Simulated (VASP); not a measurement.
Runs of VASP 6.6.1 on LiCl2. The structure is that of space group P6/mmm (No. 191), or close to it. The cells are those of the table. The cell was built from a structure type or drawn by symmetry, and may not be a known phase.

```csv
task,cell,k mesh,cutoff (eV),gap on the mesh (eV),pressure (GPa),relaxed volume (Å³/atom)
single point,"a = 4.779, b = 4.779, c = 3.609 Å, angles 90.0, 90.0, 120.0°, 3 atoms",12 × 12 × 14,520,none,-,-
relaxation of cell and atoms,"relaxed from a = 4.293, b = 4.293, c = 4.262 Å, angles 90.0, 90.0, 120.0°, 3 atoms",6 × 6 × 4,600,none,0.0,23.68
relaxation of cell and atoms,"relaxed from a = 4.769, b = 4.769, c = 3.598 Å, angles 90.0, 90.0, 120.0°, 3 atoms",12 × 12 × 14,600,none,0.0,(a)
single point,"a = 4.769, b = 4.769, c = 3.598 Å, angles 90.0, 90.0, 120.0°, 3 atoms",6 × 6 × 4,520,none,-,-
```

Alike in all rows: level PBE; potentials or basis VASP PAW PBE potentials, release 64 (Li_sv, Cl); no spin polarisation; smearing gaussian 0.1 eV.

Question: Fill in the values left out.

Answer: (a) 23.67.

Caveats: some runs use coarse meshes; the cutoff is under 1.25 times the usual one of these potentials, so pressure, stress and relaxed cells hold a basis-set (Pulay) error; an odd number of electrons without spin polarisation forces a metal; a magnetic or distorted state may lie lower; a cell axis changed by over 15 % at a fixed basis, so the end point is rough (at least some runs).

A gap of «none» marks levels without a gap at the run's occupations.
